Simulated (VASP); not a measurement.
Write the native input for VASP 6.6.1 that does the following.

- Task: relaxation of cell and atoms
- Functional: PBE
- Potentials or basis: VASP PAW PBE potentials, release 64 (Mg, Be, S)
- Cutoff: 600 eV
- k mesh: 4 × 4 × 4
- Occupations: gaussian, width 0.01 eV
- Spin: no spin polarisation
- Dipole correction: no
- Further INCAR settings: ALGO = Normal; EDIFF = 1e-07; IBRION = 2; EDIFFG = -0.001; NSW = 80; ISIF = 3

The structure of Mg2BeS3 lies in POSCAR:

```
Mg2BeS3
1.0
    5.7984597599     -3.3455105439      0.0000000000
    5.7984597599      3.3455105439      0.0000000000
    0.0000000000      0.0000000000      6.1337006430
Mg Be S
4 2 6
Direct
    0.4888516806      0.8340839998      0.9983579375
    0.5111483194      0.1659160002      0.4983579375
    0.1659160002      0.5111483194      0.9983579375
    0.8340839998      0.4888516806      0.4983579375
    0.1559791056      0.8440208944      0.4954658061
    0.8440208944      0.1559791056      0.9954658061
    0.1661090979      0.5340104355      0.5968206720
    0.4659895645      0.8338909021      0.5968206720
    0.8690968861      0.1309031139      0.6461769750
    0.8338909021      0.4659895645      0.0968206720
    0.5340104355      0.1661090979      0.0968206720
    0.1309031139      0.8690968861      0.1461769750
```

One way to write it, as run:

INCAR

```
PREC = Accurate
ENCUT = 600
EDIFF = 1E-7
ISMEAR = 0
SIGMA = 0.01
LREAL = F
LASPH = T
NELM = 120
ALGO = Normal
ISIF = 3
LWAVE = F
LCHARG = F
GGA = PE
IBRION = 2
NSW = 80
EDIFFG = -0.001
GGA_COMPAT = F
NELMIN = 4
```

KPOINTS

```
regular mesh
0
Gamma
  4 4 4
```

Potentials or basis: VASP PAW PBE potentials, release 64 (Mg, Be, S).

Launch:

```bash
$ cat potpaw_PBE.64/Mg/POTCAR potpaw_PBE.64/Be/POTCAR potpaw_PBE.64/S/POTCAR > POTCAR
$ mpirun -np 1 vasp_std > vasp.out
```

It gave:

```json
{"Relaxed volume": "19.80 Å³/atom", "Relaxed cell": "a = 6.690 Å, b = 6.690 Å, c = 6.133 Å, α = 90.00°, β = 90.00°, γ = 59.96°", "Space group after relaxing (to 0.1 Å)": "Cmc2_1 (No. 36)", "Energy gained by relaxing": "0.0 meV/atom", "Ionic steps": "8", "Pressure after relaxing": "0.0 GPa", "Band gap on the k mesh": "3.75 eV"}
```

Run time: 32 min on 1 thread of Intel Xeon 8259CL, with other jobs on the host, peak memory 0.5 GiB.
